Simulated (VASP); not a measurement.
A run of VASP 6.6.1:

Contents of INCAR:

```
SYSTEM = Si3C2
  ALGO = Normal
  EDIFF = 1E-6
  ENCUT = 600
  GGA = PE
  GGA_COMPAT = .FALSE.
  ISIF = 2
  ISMEAR = 0
  LASPH = .TRUE.
  LCHARG = .FALSE.
  LREAL = .FALSE.
  LWAVE = .FALSE.
  NBANDS = 18
  NELM = 120
  PREC = Accurate
  SIGMA = 0.1
```

The input KPOINTS:

```
k-points
0
G
  4 4 4
  0 0 0
```

The input POSCAR:

```
Si3C2
1.0
    4.2355113100      0.0000000000      0.0000000000
    0.0000000000      4.2355113100      0.0000000000
    0.0000000000      0.0000000000      4.2355113100
Si C
3 2
Direct
    0.0000000000      0.5000000000      0.5000000000
    0.5000000000      0.0000000000      0.5000000000
    0.5000000000      0.5000000000      0.0000000000
    0.5000000000      0.5000000000      0.5000000000
    0.0000000000      0.0000000000      0.0000000000
```

Potentials or basis: VASP PAW PBE potentials, release 64 (Si, C).

Launch:

```console
$ cat potpaw_PBE.64/Si/POTCAR potpaw_PBE.64/C/POTCAR > POTCAR
$ mpirun -np 1 vasp_std > vasp.out
```

Hardware: 1 thread of AMD EPYC 7R43 64-Core Processor (Zen 3), with other jobs on the host.

Task: How long does it take, and how much memory?

Result: It took 17 s on 1 thread of AMD EPYC 7R43 64-Core Processor (Zen 3) (shared host), peak memory 0.16 GiB. Counts: scf iterations 15, k points 10.
